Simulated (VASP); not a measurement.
## Ga: relaxation of cell and atoms with LDA

Crystal: Ga.

```
Ga
1.0
     0.00000    2.45803    2.45803
     2.45803    0.00000    2.45803
     2.45803    2.45803    0.00000
Ga
2
Direct
  0.87500 0.87500 0.87500
  0.12500 0.12500 0.12500
```

This isn't the form of Ga at room conditions, which is orthorhombic.

| Quantity | Value |
| --- | --- |
| Program | VASP 6.6.1 |
| Task | relaxation of cell and atoms |
| Functional | LDA |
| Potentials or basis | VASP PAW LDA potentials, release 64 (Ga_d) |
| Cutoff | 600 eV |
| k mesh | 13 × 13 × 13 |
| Occupations | fermi-dirac, width 0.08 eV |
| Spin | no spin polarisation |
| Target pressure | 57 GPa |
| Dipole correction | no |
| Further INCAR settings | ALGO = Normal; EDIFF = 1e-06; IBRION = 2; EDIFFG = -0.005; NSW = 32; ISIF = 3 |

```json
{
 "Relaxed volume": "14.91 Å³/atom",
 "Relaxed cell": "a = 3.481 Å, b = 3.481 Å, c = 3.481 Å, α = 60.00°, β = 60.00°, γ = 60.00°",
 "Space group after relaxing (to 0.1 Å)": "Fd-3m (No. 227)",
 "Energy change on relaxing (the run minimises the enthalpy)": "-21.7 meV/atom",
 "Ionic steps": "3",
 "Pressure after relaxing": "57.0 GPa",
 "Band gap on the k mesh": "zero (bands 13 and 14 overlap by 7.11 eV)"
}
```

Step by step:
```tsv
step	energy change (eV)	largest force (eV/Å)	pressure (GPa)	volume (Å³)
1	0.0000	0.0000	58.03	29.70
2	-0.1441	0.0000	54.46	30.11
3	-0.0433	0.0000	56.96	29.82
```

Final structure:
```yaml
crystal:
  lattice:
    - [0.00000, 2.46136, 2.46136]
    - [2.46136, 0.00000, 2.46136]
    - [2.46136, 2.46136, 0.00000]
  atoms:
    - { symbol: Ga, position: [0.87500, 0.87500, 0.87500] }
    - { symbol: Ga, position: [0.12500, 0.12500, 0.12500] }
```

Levels at points of the mesh, in eV from the Fermi level:
```tsv
k point	band 10	band 11	band 12	band 13	band 14	band 15	band 16	band 17
(0.00, 0.00, 0.00)	-14.71	-12.87	4.67	4.67	4.67	6.50	6.50	6.50
```

Run time: 84 s on 1 thread of Intel(R) Xeon(R) Platinum 8259CL CPU @ 2.50GHz (Skylake/Cascade Lake), on a shared host, peak memory 0.17 GiB.

Caveat: the cell is relaxed towards a set pressure, so the run minimises the enthalpy, not the energy.
